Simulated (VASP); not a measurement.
Input of a VASP 6.6.1 run:

The input INCAR:

```
SYSTEM = Zr3Ag
  PREC = Accurate
  ENCUT = 520
  EDIFF = 1E-7
  ISMEAR = -1
  SIGMA = 0.05
  LREAL = .FALSE.
  LASPH = .TRUE.
  NELM = 80
  ALGO = Normal
  ISIF = 2
  LWAVE = .FALSE.
  LCHARG = .FALSE.
  NBANDS = 32
```

KPOINTS

```
regular mesh
0
G
  7 7 8
  0 0 0
```

Contents of POSCAR:

```
Zr3Ag
1.0
    4.6260858378      0.0000000000      0.0000000000
    0.0000000000      4.6260858378      0.0000000000
    0.0000000000      0.0000000000      4.0384533836
Zr Ag
3 1
Direct
    0.5000000000      0.5000000000      0.0000000000
    0.0000000000      0.5000000000      0.5000000000
    0.5000000000      0.0000000000      0.5000000000
    0.0000000000      0.0000000000      0.0000000000
```

Potentials or basis: VASP PAW LDA potentials, release 64 (Zr_sv, Ag).

The run is started by

```sh
$ cat potpaw_LDA.64/Zr_sv/POTCAR potpaw_LDA.64/Ag/POTCAR > POTCAR
$ mpirun -np 1 vasp_std > vasp.out
```

(1) What does it give for the band gap on the k mesh?

(2) What does it give for the pressure?

Answers

(1) zero (an odd number of electrons rules out a gap without spin polarisation).

(2) -8.2 GPa.

Caveat: the cell stands under tension.
